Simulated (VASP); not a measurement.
# Nb3Pb (Pm-3n) in VASP: single point with PBE

Aim: the single point of Nb3Pb with PBE.

All numbers are computed with VASP 6.6.1; they aren't measurements. Logs are shortened: lines on timing, memory, paths and dates and some standing lists are left out, and cuts for length are marked.

## Step 1: The cell of the first run

Symmetry: Pm-3n, No. 223, cubic system. Conventional cell: a = 5.303 Å, b = 5.303 Å, c = 5.303 Å, α = 90.00°, β = 90.00°, γ = 90.00°. Within 3.5 Å of Nb (site symmetry -4m2) lie 10 Nb at 2.65 to 3.25 Å and 4 Pb at 2.96 Å. Within 3.9 Å of Pb (site symmetry m-3) lie 12 Nb at 2.96 Å.

## Step 2: Single point, PBE

File INCAR:

```
SYSTEM = Nb3Pb
ALGO = Normal
EDIFF = 1E-6
ENCUT = 520
GGA = PE
ISIF = 2
ISMEAR = -1
LASPH = .True.
LCHARG = .True.
LELF = .True.
LREAL = .False.
LVHAR = .True.
LWAVE = .False.
NBANDS = 63
NELM = 60
PREC = Accurate
SIGMA = 0.1171
```

File KPOINTS:

```
k-points
0
Gamma
  7 7 7
  0 0 0
```

File POSCAR:

```
Nb3Pb
1.0
    5.3027590000      0.0000000000      0.0000000000
    0.0000000000      5.3027590000      0.0000000000
    0.0000000000      0.0000000000      5.3027590000
Nb Pb
6 2
Direct
    0.2500000000      0.0000000000      0.5000000000
    0.5000000000      0.7500000000      0.0000000000
    0.7500000000      0.0000000000      0.5000000000
    0.5000000000      0.2500000000      0.0000000000
    0.0000000000      0.5000000000      0.7500000000
    0.0000000000      0.5000000000      0.2500000000
    0.0000000000      0.0000000000      0.0000000000
    0.5000000000      0.5000000000      0.5000000000
```

Potentials or basis: VASP PAW PBE potentials, release 64 (Nb_sv, Pb_d).

Launch:

```bash
> cat potpaw_PBE.64/Nb_sv/POTCAR potpaw_PBE.64/Pb_d/POTCAR > POTCAR
> mpirun -np 1 vasp_std > vasp.out
```

OUTCAR:

```text
SYSTEM = Nb3Pb
   EDIFF = 1E-6
   ENCUT = 520
   GGA = PE
   ISIF = 2
   ISMEAR = -1
   LASPH = .True.
   LREAL = .False.
   NELM = 60
   PREC = Accurate

 ion  position               nearest neighbor table
   1  0.250  0.000  0.500-   3 2.65   3 2.65   8 2.96   7 2.96   8 2.96   7 2.96
   2  0.500  0.750  0.000-   4 2.65   4 2.65   8 2.96   8 2.96   7 2.96   7 2.96
   3  0.750  0.000  0.500-   1 2.65   1 2.65   8 2.96   7 2.96   8 2.96   7 2.96
   4  0.500  0.250  0.000-   2 2.65   2 2.65   8 2.96   8 2.96   7 2.96   7 2.96
   5  0.000  0.500  0.750-   6 2.65   6 2.65   8 2.96   7 2.96   7 2.96   8 2.96
   6  0.000  0.500  0.250-   5 2.65   5 2.65   8 2.96   7 2.96   7 2.96   8 2.96
   7  0.000  0.000  0.000-   1 2.96   2 2.96   3 2.96   4 2.96   5 2.96   6 2.96   1 2.96   3 2.96
                             5 2.96   6 2.96   2 2.96   4 2.96
   8  0.500  0.500  0.500-   1 2.96   2 2.96   3 2.96   4 2.96   5 2.96   6 2.96   2 2.96   4 2.96
                             1 2.96   3 2.96   5 2.96   6 2.96

  LATTYP: Found a simple cubic cell.
 ALAT       =     5.3027590000

  Lattice vectors:

 A1 = (   5.3027590000,   0.0000000000,   0.0000000000)
 A2 = (   0.0000000000,   5.3027590000,   0.0000000000)
 A3 = (   0.0000000000,   0.0000000000,   5.3027590000)

Analysis of symmetry for initial positions (statically):
=====================================================================
 Subroutine PRICEL returns:
 Original cell was already a primitive cell.

 Routine SETGRP: Setting up the symmetry group for a
 simple cubic supercell.

 Subroutine GETGRP returns: Found 48 space group operations
 (whereof 24 operations were pure point group operations)
 out of a pool of 48 trial point group operations.

The static configuration has the point symmetry T_h .
 The point group associated with its full space group is O_h .

Analysis of symmetry for dynamics (positions and initial velocities):
=====================================================================
 Subroutine PRICEL returns:
 Original cell was already a primitive cell.

 Routine SETGRP: Setting up the symmetry group for a
 simple cubic supercell.

 Subroutine GETGRP returns: Found 48 space group operations
 (whereof 24 operations were pure point group operations)
 out of a pool of 48 trial point group operations.

The dynamic configuration has the point symmetry T_h .
 The point group associated with its full space group is O_h .

 Subroutine INISYM returns: Found 48 space group operations
[... 109 lines left out ...]
   NFREE  =      0    steps in history (QN), initial steepest desc. (CG)
   ISIF   =      2    stress and relaxation
   ISYM   =      2    0-nonsym 1-usesym 2-fastsym
   POTIM  = 0.5000    time-step for ionic-motion
   TEBEG  =    0.0;   TEEND  =   0.0 temperature during run
   PSTRESS=    0.0 pullay stress
   NELECT =     106.0000    total number of electrons
   NUPDOWN=      -1.0000    fix difference up-down
   EMIN   =  10.00;   EMAX   =-10.00  energy-range for DOS
   EFERMI =   0.00;   METHOD = LEGACY
   ISMEAR =    -1;   SIGMA  =   0.12  broadening in eV -4-tet -1-fermi 0-gaus
   EFERMI_NEDOS =   21; number of points for ismear=-14 and -15
   IALGO  =     38    algorithm
   IMIX   =      4    mixing-type and parameters
     AMIX     =   0.40;   BMIX     =  1.00
     AMIX_MAG =   1.60;   BMIX_MAG =  1.00
  volume/ion in A,a.u.               =      18.64       125.78
  Fermi-wavevector in a.u.,A,eV,Ry     =   1.461083  2.761047 29.045222  2.134764
  Thomas-Fermi vector in A             =   2.577456
   LORBIT       =      0    0 simple, 1 ext, 2 COOP (PROOUT), +10 PAW based schemes
   GGA     = PE    functional components
   LHFCALC =     F    Hartree Fock is set to
   AEXX    =    0.0000 exact exchange contribution
   IVDW    =     0    specifies the selected vdW correction
   LEPSILON=     F    determine dielectric tensor
   LRPA    =     F    only Hartree local field effects (RPA)
 non-spin polarized calculation
  energy-cutoff  :      520.00
  volume of cell :      149.11
 maximum number of plane-waves:      4041
 NGX is ok and might be reduce to    40
   NGX = 19   NGY = 19   NGZ = 19

 number of electron     106.0000016 magnetization

 Free energy of the ion-electron system (eV)
  ---------------------------------------------------
  ext. energy  EPLUGINS =         0.00000000
  ---------------------------------------------------
  free energy    TOTEN  =       -67.60371126 eV

  energy without entropy =      -67.18719647  energy(sigma->0) =      -67.39545386

 E-fermi :  11.5312     XC(G=0): -12.4304

 val. band max:       11.5234006667   @ k =   0.2857   0.1429   0.0000
 cond. band min:      11.5351522779   @ k =   0.2857   0.2857   0.0000
 fundamental gap:      0.0117516112
 Fermi energy:        11.5312033153

 k-point     1 :       0.0000    0.0000    0.0000
  band No.  band energies     occupation
      1     -43.1182      2.00000
      2     -43.0484      2.00000
      3     -43.0484      2.00000
      4     -42.8344      2.00000
      5     -42.8344      2.00000
      6     -42.8344      2.00000
[... 1309 lines left out ...]
     62      13.9101      0.00000
     63      14.2054      0.00000

------------------------ aborting loop because EDIFF is reached ----------------------------------------

  FORCE on cell =-STRESS in cart. coord.  units (eV):
  Direction    XX          YY          ZZ          XY          YZ          ZX
  --------------------------------------------------------------------------------------
  -------------------------------------------------------------------------------------
  Total        5.9579483      5.9579483      5.9579483     -0.0000000      0.0000000      0.0000000
  in kB       64.0179320     64.0179320     64.0179320     -0.0000000      0.0000000      0.0000000
  external PRESSURE =      64.0179320 kB  Pullay stress =       0.0000000 kB

 VOLUME and BASIS-vectors are now :
 -----------------------------------------------------------------------------
  energy-cutoff  :      520.00
  volume of cell :      149.11
      direct lattice vectors                 reciprocal lattice vectors
     5.302759000  0.000000000  0.000000000     0.188581076  0.000000000  0.000000000
     0.000000000  5.302759000  0.000000000     0.000000000  0.188581076  0.000000000
     0.000000000  0.000000000  5.302759000     0.000000000  0.000000000  0.188581076

 POSITION                                       TOTAL-FORCE (eV/Angst)
 -----------------------------------------------------------------------------------
      1.32569      0.00000      2.65138        -0.000000     -0.000000      0.000000
      2.65138      3.97707      0.00000        -0.000000     -0.000000     -0.000000
      3.97707      0.00000      2.65138         0.000000      0.000000      0.000000
      2.65138      1.32569      0.00000        -0.000000      0.000000     -0.000000
      0.00000      2.65138      3.97707        -0.000000      0.000000      0.000000
      0.00000      2.65138      1.32569         0.000000     -0.000000     -0.000000
      0.00000      0.00000      0.00000        -0.000000     -0.000000      0.000000
      2.65138      2.65138      2.65138        -0.000000     -0.000000      0.000000
 -----------------------------------------------------------------------------------
    total drift:                                0.000000     -0.000000      0.000000

  FREE ENERGIE OF THE ION-ELECTRON SYSTEM (eV)
  ---------------------------------------------------
  free  energy   TOTEN  =       -67.6037112585 eV

  energy  without entropy=      -67.1871964704  energy(sigma->0) =      -67.39545386
```

stdout:

```text
POSCAR found type information on POSCAR NbPb
 POSCAR found :  2 types and       8 ions
 scaLAPACK will be used
 LDA part: xc-table for (Slater+PW92), standard interpolation
 POSCAR, INCAR and KPOINTS ok, starting setup
 FFT: planning ... GRIDC
 FFT: planning ... GRID_SOFT
 FFT: planning ... GRID
 WAVECAR not read
 entering main loop
```

It took 3.2 min on 1 thread of AMD EPYC 7R43 (Zen 3), shared host; peak memory 0.3 GiB.

What came out:

```yaml
Free_energy: -67.6037 eV
Pressure: 6.4 GPa
Band_gap_on_the_k_mesh: zero (band 53 reaches 11.58 eV, above the bottom of band 54 at 11.31 eV)
```

Caveat: spin-orbit coupling is left out, which moves the levels of the heavy elements.
